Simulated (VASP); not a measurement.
# CdS (P6_3mc) in VASP: relaxation of cell and atoms with LDA

Aim: the relaxation of cell and atoms of CdS with LDA.

All numbers are computed with VASP 6.6.1; they aren't measurements. Logs are shortened: lines on timing, memory, paths and dates and some standing lists are left out, and cuts for length are marked.

### Step 1. The cell of the first run

The structure is hexagonal, space group P6_3mc (No. 186). The conventional cell has a = 4.169 Å, b = 4.169 Å, c = 6.780 Å, α = 90.00°, β = 90.00°, γ = 120.00°. Within 3.4 Å of Cd (site symmetry 3m) lie 4 S at 2.55 Å. Within 3.4 Å of S (site symmetry 3m) lie 4 Cd at 2.55 Å.

### Step 2. Relaxation of cell and atoms, LDA

Contents of INCAR:

```
ALGO = Normal
EDIFF = 1E-7
EDIFFG = -0.002
ENCUT = 630
GGA = CA
GGA_COMPAT = False
IBRION = 2
ISIF = 3
ISMEAR = 0
LASPH = True
LCHARG = False
LREAL = False
LWAVE = False
NELM = 120
NELMIN = 4
NSW = 100
PREC = Accurate
SIGMA = 0.02
```

Contents of KPOINTS:

```
k-points
0
Gamma
  6 6 4
```

Contents of POSCAR:

```
CdS
1.0
    4.1688381000      0.0000000000      0.0000000000
   -2.0844190500      3.6103197000      0.0000000000
    0.0000000000      0.0000000000      6.7796174100
Cd S
2 2
Direct
    0.6666666700      0.3333333300      0.5002243700
    0.3333333300      0.6666666700      0.0002243700
    0.6666666700      0.3333333300      0.8767756300
    0.3333333300      0.6666666700      0.3767756300
```

Potentials or basis: VASP PAW LDA potentials, release 64 (Cd_sv_GW, S).

Launch:

```
$ cat potpaw_LDA.64/Cd_sv_GW/POTCAR potpaw_LDA.64/S/POTCAR > POTCAR
$ mpirun -np 1 vasp_std > vasp.out
```

OUTCAR:

```text
EDIFF = 1E-7
   EDIFFG = -0.002
   ENCUT = 630
   GGA = CA
   IBRION = 2
   ISIF = 3
   ISMEAR = 0
   LASPH = True
   LREAL = False
   NELM = 120
   NELMIN = 4
   NSW = 100
   PREC = Accurate

 ion  position               nearest neighbor table
   1  0.667  0.333  0.500-   4 2.55   4 2.55   4 2.55   3 2.55
   2  0.333  0.667  0.000-   3 2.55   3 2.55   3 2.55   4 2.55
   3  0.667  0.333  0.877-   2 2.55   2 2.55   2 2.55   1 2.55
   4  0.333  0.667  0.377-   1 2.55   1 2.55   1 2.55   2 2.55

  LATTYP: Found a hexagonal cell.
 ALAT       =     4.1688381000
 C/A-ratio  =     1.6262606624

  Lattice vectors:

 A1 = (   4.1688381000,   0.0000000000,   0.0000000000)
 A2 = (  -2.0844190500,   3.6103197000,   0.0000000000)
 A3 = (   0.0000000000,   0.0000000000,   6.7796174100)

Analysis of symmetry for initial positions (statically):
=====================================================================
 Subroutine PRICEL returns:
 Original cell was already a primitive cell.

 Routine SETGRP: Setting up the symmetry group for a
 hexagonal supercell.

 Subroutine GETGRP returns: Found 12 space group operations
 (whereof  6 operations were pure point group operations)
 out of a pool of 24 trial point group operations.

The static configuration has the point symmetry C_3v.
 The point group associated with its full space group is C_6v.

Analysis of symmetry for dynamics (positions and initial velocities):
=====================================================================
 Subroutine PRICEL returns:
 Original cell was already a primitive cell.

 Routine SETGRP: Setting up the symmetry group for a
 hexagonal supercell.

 Subroutine GETGRP returns: Found 12 space group operations
 (whereof  6 operations were pure point group operations)
 out of a pool of 24 trial point group operations.

The dynamic configuration has the point symmetry C_3v.
 The point group associated with its full space group is C_6v.

 Subroutine INISYM returns: Found 12 space group operations
 (whereof  6 operations are pure point group operations),
 and found     1 'primitive' translations

----------------------------------------------------------------------------------------

                                     Primitive cell

  volume of cell :     102.0389

  direct lattice vectors                    reciprocal lattice vectors
     4.168838100  0.000000000  0.000000000     0.239874991  0.138491890  0.000000000
    -2.084419050  3.610319700  0.000000000     0.000000000  0.276983781  0.000000000
     0.000000000  0.000000000  6.779617410     0.000000000  0.000000000  0.147500949

  length of vectors
     4.168838100  4.168838101  6.779617410     0.276983781  0.276983781  0.147500949

  position of ions in fractional coordinates (direct lattice)
     0.666666670  0.333333330  0.500224370
     0.333333330  0.666666670  0.000224370
     0.666666670  0.333333330  0.876775630
     0.333333330  0.666666670  0.376775630

  ion indices of the primitive-cell ions
   primitive index   ion index
                 1           1
                 2           2
                 3           3
                 4           4

----------------------------------------------------------------------------------------

 KPOINTS: k-points

Automatic generation of k-mesh.
 Grid dimensions read from file:
 generate k-points for:    6    6    4

 Generating k-lattice:

  Cartesian coordinates                     Fractional coordinates (reciprocal lattice)
     0.039979165  0.023081982  0.000000000     0.166666667 -0.000000000  0.000000000
     0.000000000  0.046163963  0.000000000     0.000000000  0.166666667  0.000000000
     0.000000000  0.000000000  0.036875237     0.000000000  0.000000000  0.250000000

  Length of vectors
     0.046163963  0.046163963  0.036875237

  Shift w.r.t. Gamma in fractional coordinates (k-lattice)
     0.000000000  0.000000000  0.000000000

 Subroutine IBZKPT returns following result:
 ===========================================

 Found     21 irreducible k-points:

 Following reciprocal coordinates:
            Coordinates               Weight
  0.000000  0.000000  0.000000      1.000000
  0.166667  0.000000  0.000000      6.000000
  0.333333  0.000000  0.000000      6.000000
  0.500000  0.000000  0.000000      3.000000
  0.166667  0.166667  0.000000      6.000000
  0.333333  0.166667  0.000000     12.000000
[... 13 lines left out ...]
  0.333333  0.166667  0.500000     12.000000
  0.333333  0.333333  0.500000      2.000000
   k-points           NKPTS =     21   k-points in BZ     NKDIM =     21   number of bands    NBANDS=     31
   number of dos      NEDOS =    301   number of ions     NIONS =      4
   total plane-waves  NPLWV =  72576
   dimension x,y,z NGX =    36 NGY =   36 NGZ =   56
   dimension x,y,z NGXF=    72 NGYF=   72 NGZF=  112
   ions per type =               2   2
   NGX,Y,Z   is equivalent  to a cutoff of  14.36, 14.36, 13.73 a.u.
   NGXF,Y,Z  is equivalent  to a cutoff of  28.71, 28.71, 27.46 a.u.
 SYSTEM =  unknown system
   PREC   = accura    normal or accurate (medium, high low for compatibility)
   ISTART =      0    job   : 0-new  1-cont  2-samecut
   ICHARG =      2    charge: 1-file 2-atom 10-const
   ISPIN  =      1    spin polarized calculation?
   LNONCOLLINEAR =      F non collinear calculations
   LSORBIT =      F    spin-orbit coupling
   LASPH  =      T    aspherical Exc in radial PAW
   ENCUT  =  630.0 eV  46.30 Ry    6.80 a.u.   8.53  8.53 13.87*2*pi/ulx,y,z
   NELM   =    120;   NELMIN=  4; NELMDL= -5     # of ELM steps
   EDIFF  = 0.1E-06   stopping-criterion for ELM
   LREAL  =      F    real-space projection
   EDIFFG = -.2E-02   stopping-criterion for IOM
   NSW    =    100    number of steps for IOM
   IBRION =      2    ionic relax: 0-MD 1-quasi-New 2-CG
   NFREE  =      1    steps in history (QN), initial steepest desc. (CG)
   ISIF   =      3    stress and relaxation
   ISYM   =      2    0-nonsym 1-usesym 2-fastsym
   POTIM  = 0.5000    time-step for ionic-motion
   TEBEG  =    0.0;   TEEND  =   0.0 temperature during run
   PSTRESS=    0.0 pullay stress
   NELECT =      52.0000    total number of electrons
   NUPDOWN=      -1.0000    fix difference up-down
   EMIN   =  10.00;   EMAX   =-10.00  energy-range for DOS
   EFERMI =   0.00;   METHOD = LEGACY
   ISMEAR =     0;   SIGMA  =   0.02  broadening in eV -4-tet -1-fermi 0-gaus
   EFERMI_NEDOS =   21; number of points for ismear=-14 and -15
   IALGO  =     38    algorithm
   IMIX   =      4    mixing-type and parameters
     AMIX     =   0.40;   BMIX     =  1.00
     AMIX_MAG =   1.60;   BMIX_MAG =  1.00
  volume/ion in A,a.u.               =      25.51       172.15
  Fermi-wavevector in a.u.,A,eV,Ry     =   1.307637  2.471076 23.264812  1.709915
  Thomas-Fermi vector in A             =   2.438358
   LORBIT       =      0    0 simple, 1 ext, 2 COOP (PROOUT), +10 PAW based schemes
   GGA     = CA    functional components
   LHFCALC =     F    Hartree Fock is set to
   AEXX    =    0.0000 exact exchange contribution
   IVDW    =     0    specifies the selected vdW correction
   LEPSILON=     F    determine dielectric tensor
   LRPA    =     F    only Hartree local field effects (RPA)
 conjugate gradient relaxation of ions
 non-spin polarized calculation
 Gauss-broadening in eV      SIGMA  =   0.02
  energy-cutoff  :      630.00
  volume of cell :      102.04
 maximum number of plane-waves:      3693
 NGX is ok and might be reduce to    36
   NGX = 17   NGY = 17   NGZ = 27

--------------------------------------- Ionic step        1  -------------------------------------------

 number of electron      51.9999988 magnetization

 Free energy of the ion-electron system (eV)
  ---------------------------------------------------
  ext. energy  EPLUGINS =         0.00000000
  ---------------------------------------------------
  free energy    TOTEN  =       -14.81821653 eV

  energy without entropy =      -14.81821653  energy(sigma->0) =      -14.81821653

------------------------ aborting loop because EDIFF is reached ----------------------------------------

  FORCE on cell =-STRESS in cart. coord.  units (eV):
  Direction    XX          YY          ZZ          XY          YZ          ZX
  --------------------------------------------------------------------------------------
  -------------------------------------------------------------------------------------
  Total       -2.5188033     -2.5188033     -2.4752464      0.0000000      0.0000000      0.0000000
  in kB      -39.5493138    -39.5493139    -38.8654002      0.0000000      0.0000000      0.0000000
  external PRESSURE =     -39.3213426 kB  Pullay stress =       0.0000000 kB
[... 23 lines left out ...]
  energy  without entropy=      -14.8182165253  energy(sigma->0) =      -14.81821653

--------------------------------------- Ionic step        2  -------------------------------------------

 number of electron      52.0000018 magnetization

 E-fermi :   3.5212     XC(G=0): -10.0134

 val. band max:        3.3020689381   @ k =   0.0000   0.0000   0.0000
 cond. band min:       4.4071851018   @ k =   0.0000   0.0000   0.0000
 fundamental gap:      1.1051161637
 Fermi energy:         3.5212310297

 k-point     1 :       0.0000    0.0000    0.0000
  band No.  band energies     occupation
      1     -97.5916      2.00000
      2     -97.5915      2.00000
      3     -58.9821      2.00000
      4     -58.9819      2.00000
      5     -58.9819      2.00000
      6     -58.9818      2.00000
[... 772 lines left out ...]
  FREE ENERGIE OF THE ION-ELECTRON SYSTEM (eV)
  ---------------------------------------------------
  free  energy   TOTEN  =       -14.9024277603 eV

  energy  without entropy=      -14.9024277603  energy(sigma->0) =      -14.90242776

[... ionic steps 4 to 9 ...]

--------------------------------------- Ionic step       10  -------------------------------------------

 number of electron      52.0000004 magnetization

------------------------ aborting loop because EDIFF is reached ----------------------------------------

  FORCE on cell =-STRESS in cart. coord.  units (eV):
  Direction    XX          YY          ZZ          XY          YZ          ZX
  --------------------------------------------------------------------------------------
  -------------------------------------------------------------------------------------
  Total       -0.0093804     -0.0093804      0.0041223      0.0000000      0.0000000      0.0000000
  in kB       -0.1572846     -0.1572846      0.0691206      0.0000000      0.0000000      0.0000000
  external PRESSURE =      -0.0818162 kB  Pullay stress =       0.0000000 kB
[... 61 lines left out ...]
  energy  without entropy=      -14.9024357079  energy(sigma->0) =      -14.90243571

--------------------------------------- Ionic step       12  -------------------------------------------

 number of electron      52.0000003 magnetization

 Free energy of the ion-electron system (eV)
  ---------------------------------------------------
  ext. energy  EPLUGINS =         0.00000000
  ---------------------------------------------------
  free energy    TOTEN  =       -14.90244220 eV

  energy without entropy =      -14.90244220  energy(sigma->0) =      -14.90244220

 E-fermi :   3.1688     XC(G=0):  -9.8884

 val. band max:        3.0160137544   @ k =   0.0000   0.0000   0.0000
 cond. band min:       4.0617206583   @ k =   0.0000   0.0000   0.0000
 fundamental gap:      1.0457069039
 Fermi energy:         3.1687774566

 k-point     1 :       0.0000    0.0000    0.0000
  band No.  band energies     occupation
      1     -97.8118      2.00000
      2     -97.8118      2.00000
      3     -59.2014      2.00000
      4     -59.2013      2.00000
      5     -59.2013      2.00000
      6     -59.2011      2.00000
[... 734 lines left out ...]
  FREE ENERGIE OF THE ION-ELECTRON SYSTEM (eV)
  ---------------------------------------------------
  free  energy   TOTEN  =       -14.9024422023 eV

  energy  without entropy=      -14.9024422023  energy(sigma->0) =      -14.90244220

 reached required accuracy - stopping structural energy minimisation
```

Run time: 5.6 min. Hardware: 1 thread of AMD EPYC 9R45 (Zen 5), shared host; peak memory 0.23 GiB.

What came out:

```
Free energy                           : -14.9024 eV
Relaxed volume                        : 23.89 Å³/atom
Relaxed cell                          : a = 4.077 Å, b = 4.077 Å, c = 6.637 Å, α = 90.00°, β = 90.00°, γ = 120.00°
Space group after relaxing (to 0.1 Å) : P6_3mc (No. 186)
Energy gained by relaxing             : 21.1 meV/atom
Ionic steps                           : 12
Pressure after relaxing               : 0.0 GPa
Band gap on the k mesh                : 1.05 eV
```

The path:
```tsv
step	energy change (eV)	largest force (eV/Å)	pressure (GPa)	volume (Å³)
1	0.0000	0.0034	-3.93	102.04
2	-0.0698	0.0095	1.91	93.07
3	-0.0842	0.0052	0.00	95.55
4	-0.0842	0.0052	0.09	95.42
5	-0.0842	0.0036	-0.03	95.59
6	-0.0842	0.0036	-0.02	95.56
7	-0.0842	0.0036	0.00	95.54
8	-0.0842	0.0038	0.00	95.54
9	-0.0842	0.0044	0.00	95.55
10	-0.0842	0.0036	-0.01	95.55
11	-0.0842	0.0022	-0.01	95.55
12	-0.0842	0.0008	-0.01	95.55
```

Final structure:
```
Cd S
1.0
     4.07718    0.00000    0.00000
    -2.03859    3.53094    0.00000
     0.00000    0.00000    6.63719
Cd S
2 2
Direct
  0.66667 0.33333 0.50032
  0.33333 0.66667 0.00032
  0.66667 0.33333 0.87668
  0.33333 0.66667 0.37668
```
